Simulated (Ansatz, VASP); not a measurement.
## PbO3: VASP beside Ansatz

Contents of INCAR:

```
SYSTEM = PbO3
PREC     = Accurate       ! precision mode
ENCUT    = 600            ! plane-wave cutoff, eV
EDIFF    = 1E-6           ! SCF threshold, eV
ISMEAR   = 0              ! smearing method
SIGMA    = 0.1            ! smearing width, eV
LREAL    = .False.        ! projectors in reciprocal space
LASPH    = .True.         ! aspherical terms in the spheres
NELM     = 80             ! most SCF steps
ALGO     = Normal         ! electronic algorithm
ISIF     = 3              ! what is computed and relaxed
LWAVE    = .False.        ! write WAVECAR
LCHARG   = .False.        ! write CHGCAR
GGA      = PE             ! functional
IBRION   = 2              ! ionic algorithm
NSW      = 90             ! ionic steps
EDIFFG   = -0.04          ! ionic threshold
```

File KPOINTS:

```
Automatic mesh
0
Gamma
  6 6 6
  0 0 0
```

Contents of POSCAR:

```
PbO3
1.0
    0.0000000000      2.8663187300      2.8663187300
    2.8663187300      0.0000000000      2.8663187300
    2.8663187300      2.8663187300      0.0000000000
Pb O
1 3
Direct
    0.0000000000      0.0000000000      0.0000000000
    0.2500000000      0.2500000000      0.2500000000
    0.7500000000      0.7500000000      0.7500000000
    0.5000000000      0.5000000000      0.5000000000
```

Input for Ansatz:

```yaml
crystal:
  lattice:
    - [0.0, 2.86631873, 2.86631873]
    - [2.86631873, 0.0, 2.86631873]
    - [2.86631873, 2.86631873, 0.0]
  atoms:
    - { symbol: Pb, position: [0.0, 0.0, 0.0] }
    - { symbol: O, position: [0.25, 0.25, 0.25] }
    - { symbol: O, position: [0.75, 0.75, 0.75] }
    - { symbol: O, position: [0.5, 0.5, 0.5] }
basis:
  ecutwfc: 420
kpoints:
  mp_grid: { grid: [6, 6, 6] }
hamiltonian:
  xc: pbe
scf:
  occupations: { method: gaussian, width: 0.1 }
  lower_state_search: "off"
output:
  forces: true
  stress: true
  eigenvalues: true
relax:
  adjacent_minimum: "off"
  f_tol: 0.04
  max_steps: 70
  cell: { stress_tol: 0.4 }
```

Change from the starting cell: species swapped into the Tc3Ge type (Fm-3m, No. 225).

Alike in both runs: task relaxation of cell and atoms; functional PBE; k mesh 6 × 6 × 6; occupations gaussian, width 0.1 eV; no spin polarisation.

|  | VASP | Ansatz |
| --- | --- | --- |
| version | VASP 6.6.1 | Ansatz 0.2.0 |
| potentials or method | VASP PAW PBE potentials, release 64 (Pb_d, O), cutoff 600 eV | scalar-relativistic, plane waves, PAW |
| valence electrons in the cell | 32 | 32 |

VASP gave:

* gap on the k mesh at the Fermi level, each at its own relaxed structure (eV): none
* relaxed volume (Å³/atom): 11.07
* relaxed cell length with the largest relative difference (Å): 3.971

Q: Which values does Ansatz return?

A: gap on the k mesh at the Fermi level, each at its own relaxed structure (eV): none; relaxed volume (Å³/atom): 11.08; relaxed cell length with the largest relative difference (Å): 3.973.

A gap of «none» marks a metal or a gap that the smearing closes.

Spin-orbit coupling is off throughout.
